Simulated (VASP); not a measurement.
# TiSi2 (Fddd) in VASP: a series of runs

The runs below take TiSi2 through single point, with PBEsol, revPBE+D3(BJ).

Program: VASP 6.6.1. These are calculated values, not measurements. Logs are shortened: lines on timing, memory, paths and dates and some standing lists are left out, and cuts for length are marked.

### Step 1. The cell of the first run

It takes space group Fddd (No. 70, orthorhombic). Conventional cell: a = 4.779 Å, b = 8.235 Å, c = 8.526 Å, α = 90.00°, β = 90.00°, γ = 90.00°. Within 3.4 Å of Ti (site symmetry 222) lie 10 Si at 2.55 to 2.78 Å and 4 Ti at 3.20 Å. Within 3.3 Å of Si (site symmetry 2) lie 9 Si at 2.52 to 3.20 Å and 5 Ti at 2.55 to 2.78 Å.

### Step 2. Single point, PBEsol

Contents of INCAR:

```
SYSTEM = TiSi2
PREC = Accurate
ENCUT = 520
EDIFF = 1E-6
ISMEAR = -1
SIGMA = 0.05
LREAL = .False.
LASPH = .True.
NELM = 100
ALGO = Normal
ISIF = 2
LWAVE = .False.
LCHARG = .True.
GGA = PS
LELF = .True.
LVHAR = .True.
NBANDS = 29
```

Contents of KPOINTS:

```
regular mesh
0
Gamma
  6 6 6
  0 0 0
```

Contents of POSCAR:

```
TiSi2
1.0
    0.0000000000      4.1175163063      4.2628978354
    2.3895119538      0.0000000000      4.2628978354
    2.3895119538      4.1175163063      0.0000000000
Ti Si
2 4
Direct
    0.7500000000      0.7500000000      0.7500000000
    0.5000000000      0.5000000000      0.5000000000
    0.4125656100      0.0874343900      0.4125656100
    0.0874343900      0.4125656100      0.0874343900
    0.1625656100      0.8374343900      0.1625656100
    0.8374343900      0.1625656100      0.8374343900
```

Potentials or basis: VASP PAW PBE potentials, release 64 (Ti_sv, Si).

Launch:

```
cat potpaw_PBE.64/Ti_sv/POTCAR potpaw_PBE.64/Si/POTCAR > POTCAR
mpirun -np 1 vasp_std > vasp.out
```

OUTCAR:

```text
SYSTEM = TiSi2
   PREC = Accurate
   ENCUT = 520
   EDIFF = 1E-6
   ISMEAR = -1
   LREAL = .False.
   LASPH = .True.
   NELM = 100
   ISIF = 2
   GGA = PS

 ion  position               nearest neighbor table
   1  0.750  0.750  0.750-   6 2.55   5 2.55   6 2.55   5 2.55   3 2.74   3 2.74   4 2.74   4 2.74
                             3 2.78   4 2.78
   2  0.500  0.500  0.500-   4 2.55   3 2.55   4 2.55   3 2.55   5 2.74   5 2.74   6 2.74   6 2.74
                             5 2.78   6 2.78
   3  0.413  0.087  0.413-   6 2.52   6 2.52   2 2.55   2 2.55   4 2.68   1 2.74   1 2.74   1 2.78
                             4 2.79   4 2.79
   4  0.087  0.413  0.087-   5 2.52   5 2.52   2 2.55   2 2.55   3 2.68   1 2.74   1 2.74   1 2.78
                             3 2.79   3 2.79
   5  0.163  0.837  0.163-   4 2.52   4 2.52   1 2.55   1 2.55   6 2.68   2 2.74   2 2.74   2 2.78
                             6 2.79   6 2.79
   6  0.837  0.163  0.837-   3 2.52   3 2.52   1 2.55   1 2.55   5 2.68   2 2.74   2 2.74   2 2.78
                             5 2.79   5 2.79

  LATTYP: Found a face centered orthorhombic cell.
 ALAT       =     4.7790239076
 B/A-ratio  =     1.7231620456
 C/A-ratio  =     1.7840035613

  Lattice vectors:

 A1 = (   0.0000000000,   4.1175163063,   4.2628978354)
 A2 = (   2.3895119538,   0.0000000000,   4.2628978354)
 A3 = (   2.3895119538,   4.1175163063,   0.0000000000)

Analysis of symmetry for initial positions (statically):
=====================================================================
 Subroutine PRICEL returns:
 Original cell was already a primitive cell.

 Routine SETGRP: Setting up the symmetry group for a
 face centered orthorhombic supercell.

 Subroutine GETGRP returns: Found  8 space group operations
 (whereof  4 operations were pure point group operations)
 out of a pool of  8 trial point group operations.

The static configuration has the point symmetry D_2 .
 The point group associated with its full space group is D_2h.

Analysis of symmetry for dynamics (positions and initial velocities):
=====================================================================
 Subroutine PRICEL returns:
 Original cell was already a primitive cell.

 Routine SETGRP: Setting up the symmetry group for a
 face centered orthorhombic supercell.

 Subroutine GETGRP returns: Found  8 space group operations
 (whereof  4 operations were pure point group operations)
 out of a pool of  8 trial point group operations.

The dynamic configuration has the point symmetry D_2 .
 The point group associated with its full space group is D_2h.

 Subroutine INISYM returns: Found  8 space group operations
 (whereof  4 operations are pure point group operations),
 and found     1 'primitive' translations

----------------------------------------------------------------------------------------

                                     Primitive cell

  volume of cell :      83.8841

  direct lattice vectors                    reciprocal lattice vectors
     0.000000000  4.117516306  4.262897835    -0.209247750  0.121432427  0.117291106
     2.389511954  0.000000000  4.262897835     0.209247750 -0.121432427  0.117291106
     2.389511954  4.117516306  0.000000000     0.209247750  0.121432427 -0.117291106

  length of vectors
     5.926739280  4.886928006  4.760641544     0.268863643  0.268863643  0.268863643

  position of ions in fractional coordinates (direct lattice)
     0.750000000  0.750000000  0.750000000
     0.500000000  0.500000000  0.500000000
     0.412565610  0.087434390  0.412565610
     0.087434390  0.412565610  0.087434390
     0.162565610  0.837434390  0.162565610
     0.837434390  0.162565610  0.837434390

  ion indices of the primitive-cell ions
   primitive index   ion index
                 1           1
                 2           2
                 3           3
                 4           4
                 5           5
                 6           6

----------------------------------------------------------------------------------------

 KPOINTS: regular mesh

Automatic generation of k-mesh.
 Grid dimensions read from file:
 generate k-points for:    6    6    6

 Generating k-lattice:

  Cartesian coordinates                     Fractional coordinates (reciprocal lattice)
    -0.034874625  0.020238738  0.019548518     0.166666667  0.000000000  0.000000000
     0.034874625 -0.020238738  0.019548518     0.000000000  0.166666667 -0.000000000
     0.034874625  0.020238738 -0.019548518     0.000000000 -0.000000000  0.166666667

  Length of vectors
     0.044810607  0.044810607  0.044810607

  Shift w.r.t. Gamma in fractional coordinates (k-lattice)
     0.000000000  0.000000000  0.000000000

 Subroutine IBZKPT returns following result:
 ===========================================

 Found     46 irreducible k-points:

 Following reciprocal coordinates:
            Coordinates               Weight
  0.000000  0.000000  0.000000      1.000000
  0.166667  0.000000  0.000000      8.000000
  0.333333  0.000000  0.000000      8.000000
  0.500000  0.000000  0.000000      4.000000
  0.166667  0.166667  0.000000      2.000000
  0.333333  0.166667  0.000000      8.000000
[... 16 lines left out ...]
 -0.166667  0.166667  0.166667      8.000000
  0.500000  0.333333  0.166667      4.000000
 [... further k-points ...]
   k-points           NKPTS =     46   k-points in BZ     NKDIM =     46   number of bands    NBANDS=     29
   number of dos      NEDOS =    301   number of ions     NIONS =      6
   total plane-waves  NPLWV =  62208
   dimension x,y,z NGX =    48 NGY =   36 NGZ =   36
   dimension x,y,z NGXF=    96 NGYF=   72 NGZF=   72
   ions per type =               2   4
   NGX,Y,Z   is equivalent  to a cutoff of  13.46, 12.25, 12.57 a.u.
   NGXF,Y,Z  is equivalent  to a cutoff of  26.93, 24.49, 25.14 a.u.
 SYSTEM =  TiSi2
   PREC   = accura    normal or accurate (medium, high low for compatibility)
   ISTART =      0    job   : 0-new  1-cont  2-samecut
   ICHARG =      2    charge: 1-file 2-atom 10-const
   ISPIN  =      1    spin polarized calculation?
   LNONCOLLINEAR =      F non collinear calculations
   LSORBIT =      F    spin-orbit coupling
   LASPH  =      T    aspherical Exc in radial PAW
   ENCUT  =  520.0 eV  38.22 Ry    6.18 a.u.  11.02  9.09  8.85*2*pi/ulx,y,z
[... 8 lines left out ...]
   ISYM   =      2    0-nonsym 1-usesym 2-fastsym
   POTIM  = 0.5000    time-step for ionic-motion
   TEBEG  =    0.0;   TEEND  =   0.0 temperature during run
   PSTRESS=    0.0 pullay stress
   NELECT =      40.0000    total number of electrons
   NUPDOWN=      -1.0000    fix difference up-down
   EMIN   =  10.00;   EMAX   =-10.00  energy-range for DOS
   EFERMI =   0.00;   METHOD = LEGACY
   ISMEAR =    -1;   SIGMA  =   0.05  broadening in eV -4-tet -1-fermi 0-gaus
   EFERMI_NEDOS =   21; number of points for ismear=-14 and -15
   IALGO  =     38    algorithm
   IMIX   =      4    mixing-type and parameters
     AMIX     =   0.40;   BMIX     =  1.00
     AMIX_MAG =   1.60;   BMIX_MAG =  1.00
  volume/ion in A,a.u.               =      13.98        94.35
  Fermi-wavevector in a.u.,A,eV,Ry     =   1.278994  2.416947 22.256742  1.635824
  Thomas-Fermi vector in A             =   2.411504
   LORBIT       =      0    0 simple, 1 ext, 2 COOP (PROOUT), +10 PAW based schemes
   GGA     = PS    functional components
   LHFCALC =     F    Hartree Fock is set to
   AEXX    =    0.0000 exact exchange contribution
   IVDW    =     0    specifies the selected vdW correction
   LEPSILON=     F    determine dielectric tensor
   LRPA    =     F    only Hartree local field effects (RPA)
 non-spin polarized calculation
  energy-cutoff  :      520.00
  volume of cell :       83.88
 maximum number of plane-waves:      2276
 NGX is ok and might be reduce to    48
   NGX = 23   NGY = 19   NGZ = 17

 number of electron      40.0000003 magnetization

 Free energy of the ion-electron system (eV)
  ---------------------------------------------------
  ext. energy  EPLUGINS =         0.00000000
  ---------------------------------------------------
  free energy    TOTEN  =       -43.70214173 eV

  energy without entropy =      -43.68696006  energy(sigma->0) =      -43.69455090

 E-fermi :  10.1555     XC(G=0): -11.8230

 val. band max:       10.1543400387   @ k =   0.5000   0.1667   0.1667
 cond. band min:      10.1752810513   @ k =  -0.3333   0.1667  -0.0000
 fundamental gap:      0.0209410126
 Fermi energy:        10.1554756728

 k-point     1 :       0.0000    0.0000    0.0000
  band No.  band energies     occupation
      1     -45.9142      2.00000
      2     -45.8849      2.00000
      3     -22.4055      2.00000
      4     -22.3845      2.00000
      5     -22.3115      2.00000
      6     -22.2964      2.00000
[... 21 lines left out ...]
     28      13.8833      0.00000
     29      13.9336      0.00000

 k-point     2 :       0.1667    0.0000    0.0000
  band No.  band energies     occupation
      1     -45.9127      2.00000
      2     -45.8863      2.00000
      3     -22.4046      2.00000
      4     -22.3835      2.00000
      5     -22.3185      2.00000
      6     -22.2963      2.00000
[... 21 lines left out ...]
     28      14.0178      0.00000
     29      14.1468      0.00000

 k-point     3 :       0.3333    0.0000    0.0000
  band No.  band energies     occupation
      1     -45.9090      2.00000
      2     -45.8898      2.00000
      3     -22.4058      2.00000
      4     -22.3767      2.00000
      5     -22.3363      2.00000
      6     -22.2928      2.00000
[... 21 lines left out ...]
     28      14.2325      0.00000
     29      14.6626      0.00000

 k-point     4 :       0.5000    0.0000    0.0000
  band No.  band energies     occupation
      1     -45.9066      2.00000
      2     -45.8921      2.00000
      3     -22.4074      2.00000
      4     -22.3690      2.00000
      5     -22.3496      2.00000
      6     -22.2860      2.00000
[... 21 lines left out ...]
     28      14.4673      0.00000
     29      14.7720      0.00000

 k-point     5 :       0.1667    0.1667    0.0000
  band No.  band energies     occupation
      1     -45.9122      2.00000
      2     -45.8868      2.00000
      3     -22.3981      2.00000
      4     -22.3823      2.00000
      5     -22.3217      2.00000
      6     -22.2922      2.00000
[... 21 lines left out ...]
     28      14.1067      0.00000
     29      14.4181      0.00000
[... 510 lines left out ...]
     28      14.0897      0.00000
     29      15.1528      0.00000

 k-point    22 :      -0.3333    0.1667    0.1667
  band No.  band energies     occupation
      1     -45.9056      2.00000
      2     -45.8931      2.00000
      3     -22.4114      2.00000
      4     -22.3894      2.00000
      5     -22.3297      2.00000
      6     -22.2981      2.00000
[... 21 lines left out ...]
     28      13.9863      0.00000
     29      14.2902      0.00000

 k-point    23 :      -0.1667    0.1667    0.1667
  band No.  band energies     occupation
      1     -45.9089      2.00000
      2     -45.8898      2.00000
      3     -22.4113      2.00000
      4     -22.3969      2.00000
      5     -22.3163      2.00000
      6     -22.3044      2.00000
[... 21 lines left out ...]
     28      14.5559      0.00000
     29      15.0949      0.00000

 k-point    24 :       0.5000    0.3333    0.1667
  band No.  band energies     occupation
      1     -45.9058      2.00000
      2     -45.8931      2.00000
      3     -22.4013      2.00000
      4     -22.3640      2.00000
      5     -22.3476      2.00000
      6     -22.3007      2.00000
[... 21 lines left out ...]
     28      14.1607      0.00000
     29      14.6734      0.00000

 [... further k-points ...]

------------------------ aborting loop because EDIFF is reached ----------------------------------------

  FORCE on cell =-STRESS in cart. coord.  units (eV):
  Direction    XX          YY          ZZ          XY          YZ          ZX
  --------------------------------------------------------------------------------------
  -------------------------------------------------------------------------------------
  Total       -0.7594991     -0.8433422     -1.2132089      0.0000000      0.0000000      0.0000000
  in kB      -14.5063584    -16.1077532    -23.1721714      0.0000000      0.0000000      0.0000000
  external PRESSURE =     -17.9287610 kB  Pullay stress =       0.0000000 kB

 VOLUME and BASIS-vectors are now :
 -----------------------------------------------------------------------------
  energy-cutoff  :      520.00
  volume of cell :       83.88
      direct lattice vectors                 reciprocal lattice vectors
     0.000000000  4.117516306  4.262897835    -0.209247750  0.121432427  0.117291106
     2.389511954  0.000000000  4.262897835     0.209247750 -0.121432427  0.117291106
     2.389511954  4.117516306  0.000000000     0.209247750  0.121432427 -0.117291106

 POSITION                                       TOTAL-FORCE (eV/Angst)
 -----------------------------------------------------------------------------------
      3.58427      6.17627      6.39435         0.000000     -0.000000      0.000000
      2.38951      4.11752      4.26290        -0.000000     -0.000000     -0.000000
      1.19476      3.39749      2.13145         0.000000      0.099514     -0.000000
      1.19476      0.72003      2.13145         0.000000     -0.099514     -0.000000
      2.38951      1.33873      4.26290         0.000000      0.099514      0.000000
      2.38951      6.89630      4.26290         0.000000     -0.099514      0.000000
 -----------------------------------------------------------------------------------
    total drift:                               -0.000000     -0.000000      0.000000

  FREE ENERGIE OF THE ION-ELECTRON SYSTEM (eV)
  ---------------------------------------------------
  free  energy   TOTEN  =       -43.7021417317 eV

  energy  without entropy=      -43.6869600644  energy(sigma->0) =      -43.69455090
```

Run time: 4.3 min. Hardware: 1 thread of AMD EPYC 7R43 (Zen 3), shared host; peak memory 0.24 GiB.

Results:

| Property | Result |
| --- | --- |
| Free energy | -43.7021 eV |
| Pressure | -1.8 GPa |
| Largest force | 0.100 eV/Å |
| Band gap on the k mesh | zero (bands 20 and 21 overlap by 1.72 eV) |

Forces in eV/Å, atoms in the order of the input:
```
Ti   0.000  0.000  0.000
Ti   0.000  0.000  0.000
Si   0.000  0.100  0.000
Si   0.000 -0.100  0.000
Si   0.000  0.100  0.000
Si   0.000 -0.100  0.000
```

Levels at points of the mesh, in eV from the Fermi level:
| k point | band 17 | band 18 | band 19 | band 20 | band 21 | band 22 | band 23 | band 24 |
| --- | --- | --- | --- | --- | --- | --- | --- | --- |
| (0.00, 0.00, 0.00) | -2.33 | -2.11 | -1.83 | -1.40 | -0.99 | 2.02 | 3.07 | 3.30 |
| (0.50, 0.00, 0.00) | -1.98 | -1.11 | -0.08 | 0.09 | 0.94 | 1.33 | 1.63 | 2.20 |
| (0.50, 0.50, 0.00) | -1.61 | -1.61 | -1.03 | -1.03 | 0.69 | 0.69 | 3.18 | 3.18 |
| (0.50, 0.00, 0.50) | -2.40 | -2.40 | -0.93 | -0.93 | 1.22 | 1.22 | 3.24 | 3.24 |
| (0.00, 0.50, 0.50) | -1.17 | -1.17 | -0.71 | -0.71 | 0.78 | 0.78 | 2.24 | 2.24 |

Caveat: the PAW data sets were made with another functional, which shifts forces and pressure a little.

### Step 3. Single point, PBEsol

This run uses another cell than the first one, of 13.78 Å³/atom.

Contents of INCAR:

```
SYSTEM = TiSi2
  PREC = Accurate
  ENCUT = 520
  EDIFF = 1E-7
  ISMEAR = -1
  SIGMA = 0.05
  LREAL = .FALSE.
  LASPH = .TRUE.
  NELM = 100
  ALGO = Normal
  ISIF = 2
  LWAVE = .FALSE.
  LCHARG = .FALSE.
  GGA = PS
  NBANDS = 29
```

Contents of KPOINTS:

```
Automatic mesh
0
G
  7 7 7
  0 0 0
```

Contents of POSCAR:

```
TiSi2
1.0
    0.0000000000      4.0799266146      4.2568704512
    2.3800954181      0.0000000000      4.2568704512
    2.3800954181      4.0799266146      0.0000000000
Ti Si
2 4
Direct
    0.7500000000      0.7500000000      0.7500000000
    0.5000000000      0.5000000000      0.5000000000
    0.4134546940      0.0865453060      0.4134546940
    0.0865453060      0.4134546940      0.0865453060
    0.1634546940      0.8365453060      0.1634546940
    0.8365453060      0.1634546940      0.8365453060
```

Potentials or basis: VASP PAW PBE potentials, release 64 (Ti_sv, Si).

Launch:

```
cat potpaw_PBE.64/Ti_sv/POTCAR potpaw_PBE.64/Si/POTCAR > POTCAR
mpirun -np 1 vasp_std > vasp.out
```

It took 4 min on 1 thread of AMD EPYC 7R43 (Zen 3), shared host; peak memory 0.26 GiB.

Results (log left out):

| Quantity | Value |
| --- | --- |
| Free energy | -43.6785 eV |
| Pressure | 0.1 GPa |
| Largest force | 0.003 eV/Å |
| Band gap on the k mesh | zero (bands 20 and 21 overlap by 1.83 eV) |

Forces on the atoms (eV/Å):
```
Ti   0.000  0.000  0.000
Ti   0.000  0.000  0.000
Si   0.000  0.003  0.000
Si   0.000 -0.003  0.000
Si   0.000  0.003  0.000
Si   0.000 -0.003  0.000
```

Stress tensor (GPa, compression positive):
```
0.12 0.00 0.00
0.00 0.12 0.00
0.00 0.00 0.20
```

Levels at points of the mesh, in eV from the Fermi level:
```csv
k point,band 18,band 19,band 20,band 21,band 22,band 23
"(0.00, 0.00, 0.00)",-2.01,-1.76,-1.35,-0.93,2.09,3.19
```

Caveat: the PAW data sets were made with another functional, which shifts forces and pressure a little.

### Step 4. Single point, revPBE+D3(BJ)

This run uses another cell than the first one, of 13.19 Å³/atom.

Contents of INCAR:

```
PREC = Accurate ; ENCUT = 520
EDIFF = 1E-6 ; ISMEAR = -1
SIGMA = 0.05 ; LREAL = False
LASPH = True ; NELM = 80
ALGO = Normal ; ISIF = 2
LWAVE = False ; LCHARG = False
GGA = RE ; IVDW = 12
NBANDS = 29
```

Contents of KPOINTS:

```
Automatic mesh
0
Gamma
  7 7 7
```

Contents of POSCAR:

```
TiSi2
1.0
    0.0000000000      4.0096619629      4.2109205171
    2.3437462368      0.0000000000      4.2109205171
    2.3437462368      4.0096619629      0.0000000000
Ti Si
2 4
Direct
    0.7500000000      0.7500000000      0.7500000000
    0.5000000000      0.5000000000      0.5000000000
    0.4132354217      0.0867645783      0.4132354217
    0.0867645783      0.4132354217      0.0867645783
    0.1632354217      0.8367645783      0.1632354217
    0.8367645783      0.1632354217      0.8367645783
```

Launch:

```
cat potpaw_PBE.64/Ti_sv/POTCAR potpaw_PBE.64/Si/POTCAR > POTCAR
mpirun -np 1 vasp_std > vasp.out
```

It took 5.5 min on 1 thread of Intel Xeon 8259CL, shared host; peak memory 0.31 GiB.

The run converged. Its results:

| Property | Result |
| --- | --- |
| Free energy | -45.3728 eV |
| Pressure | -0.3 GPa |
| Largest force | 0.004 eV/Å |
| Band gap on the k mesh | zero (bands 20 and 21 overlap by 1.89 eV) |
| Dispersion energy per atom | -1.096 eV |

Forces in eV/Å, atoms in the order of the input:
```
Ti   0.000  0.000  0.000
Ti   0.000  0.000  0.000
Si   0.000 -0.004  0.000
Si   0.000  0.004  0.000
Si   0.000 -0.004  0.000
Si   0.000  0.004  0.000
```

Levels at points of the mesh, in eV from the Fermi level:
```tsv
k point	band 16	band 17	band 18	band 19	band 20	band 21	band 22	band 23	band 24	band 25
(0.00, 0.00, 0.00)	-2.66	-2.43	-2.04	-1.79	-1.37	-0.97	2.20	3.36	3.55	3.78
```

Caveat: the dispersion term is far too large for a dense solid, which distorts pressure and volume; the PAW data sets were made with another functional, which shifts forces and pressure a little.

### Step 5. Summary

```tsv
level	cell	k mesh	gap on the mesh (eV)	pressure (GPa)
PBEsol	a = 5.927, b = 4.887, c = 4.761 Å, angles 75.8, 53.1, 51.1°, 6 atoms, atomic positions A	6 × 6 × 6	none	-1.8
PBEsol	a = 5.896, b = 4.877, c = 4.723 Å, angles 75.8, 53.3, 50.9°, 6 atoms, atomic positions B	7 × 7 × 7	none	0.1
revPBE+D3(BJ)	a = 5.815, b = 4.819, c = 4.644 Å, angles 75.8, 53.5, 50.7°, 6 atoms, atomic positions C	7 × 7 × 7	none	-0.3
```

Alike in all rows: task single point; potentials or basis VASP PAW PBE potentials, release 64 (Ti_sv, Si); no spin polarisation; cutoff (eV) 520; smearing fermi-dirac 0.05 eV.

Caveats: the PAW data sets were made with another functional, which shifts forces and pressure a little; the dispersion term is far too large for a dense solid, which distorts pressure and volume (at least some runs).

Total energies depend on the potentials used, so only differences within one code and one set of settings carry meaning.

The gap in the log of VASP goes by the Fermi energy; the results here count the filled bands.